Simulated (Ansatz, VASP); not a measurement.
# AlIn: VASP beside Ansatz

INCAR

```
SYSTEM = AlIn
PREC = Accurate
ENCUT = 520
EDIFF = 1E-6
ISMEAR = -1
SIGMA = 0.05
LREAL = .False.
LASPH = .True.
NELM = 80
ALGO = Fast
ISIF = 2
LWAVE = .False.
LCHARG = .False.
GGA = PE
NBANDS = 15
```

KPOINTS

```
regular mesh
0
Gamma
  8 8 4
  0 0 0
```

The input POSCAR:

```
AlIn
1.0
    3.0541300000      0.0000000000      0.0000000000
   -1.5270700000      2.6449600000      0.0000000000
    0.0000000000      0.0000000000      5.5948992000
Al In
1 1
Direct
    0.0000000000      0.0000000000      0.0000000000
    0.0000000000      0.0000000000      0.5000000000
```

input.yaml

```yaml
crystal:
  lattice:
    - [3.05413, 0.0, 0.0]
    - [-1.52707, 2.64496, 0.0]
    - [0.0, 0.0, 5.5948992]
  atoms:
    - { symbol: Al, position: [0.0, 0.0, 0.0] }
    - { symbol: In, position: [0.0, 0.0, 0.5] }
hamiltonian:
  xc: pbe
  pseudopotentials: { kind: paw }
kpoints:
  mp_grid: { grid: [8, 8, 4] }
scf:
  occupations: { method: fermi_dirac, width: 0.05 }
output:
  forces: true
  stress: true
  eigenvalues: true
  write_density: true
  write_potential: true
  elf: true
  volumetric_format: npy
```

Alike in both runs: task single point; functional PBE; k mesh 8 × 8 × 4; occupations fermi-dirac, width 0.05 eV; no spin polarisation.

```csv
,VASP,Ansatz
version,VASP 6.6.1,Ansatz 0.2.0
potentials or method,"VASP PAW PBE potentials, release 64 (Al, In_d)",Ansatz PAW
plane-wave cutoff (eV),520,420
valence electrons in the cell,16,16
```

Ansatz gave:

```
gap on the k mesh at the Fermi level (eV)                     : none
pressure (GPa)                                                : 2.5
traceless stress, the component that is largest in VASP (GPa) : 2.88
```

Task: Which values does VASP return?

Result: gap on the k mesh at the Fermi level (eV): none; pressure (GPa): 2.5; traceless stress, the component that is largest in VASP (GPa): 2.87.

A gap of «none» marks a metal or a gap that the smearing closes. The functional is the same, so the differences come from potentials, cutoffs and numerics.
